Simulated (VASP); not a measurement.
Write the native input for VASP 6.6.1 that does the following.

| Quantity | Value |
| --- | --- |
| Task | single point |
| Functional | PBE |
| Potentials or basis | VASP PAW PBE potentials, release 64 (Hf_pv) |
| Cutoff | 520 eV |
| k mesh | 9 × 9 × 12 |
| Occupations | gaussian, width 0.1 eV |
| Spin | no spin polarisation |
| Dipole correction | no |
| Further INCAR settings | ALGO = Fast; EDIFF = 1e-07; NBANDS = 22 |

The structure of Hf lies in POSCAR:

```
Hf
1.0
    5.1331329269      0.0000000000      0.0000000000
   -2.5665664635      4.4454235156      0.0000000000
    0.0000000000      0.0000000000      3.0998733965
Hf
3
Direct
    0.6666666700      0.3333333300      0.5000000000
    0.3333333300      0.6666666700      0.5000000000
    0.0000000000      0.0000000000      0.0000000000
```

This isn't the form of Hf at room conditions, which is hcp.

This cell differs from its parent crystal: strained.

One way to write it, as run:

INCAR

```
PREC = Accurate
ENCUT = 520
EDIFF = 1E-7
ISMEAR = 0
SIGMA = 0.1
LREAL = False
LASPH = True
NELM = 100
ALGO = Fast
ISIF = 2
LWAVE = False
LCHARG = False
GGA = PE
NBANDS = 22
```

KPOINTS

```
Automatic mesh
0
Gamma
  9 9 12
```

Potentials or basis: VASP PAW PBE potentials, release 64 (Hf_pv).

Launch:

```bash
$ cat potpaw_PBE.64/Hf_pv/POTCAR > POTCAR
$ mpirun -np 1 vasp_std > vasp.out
```

It gave:

* Pressure: -5.7 GPa
* Band gap on the k mesh: zero (bands 15 and 16 overlap by 0.82 eV)

Caveat: the cell differs from its parent crystal (strained); the cell stands under tension; spin-orbit coupling is left out, which moves the levels of the heavy elements.

Run time: 6 min on 1 thread of AMD EPYC 7R13, with other jobs on the host, peak memory 0.22 GiB.
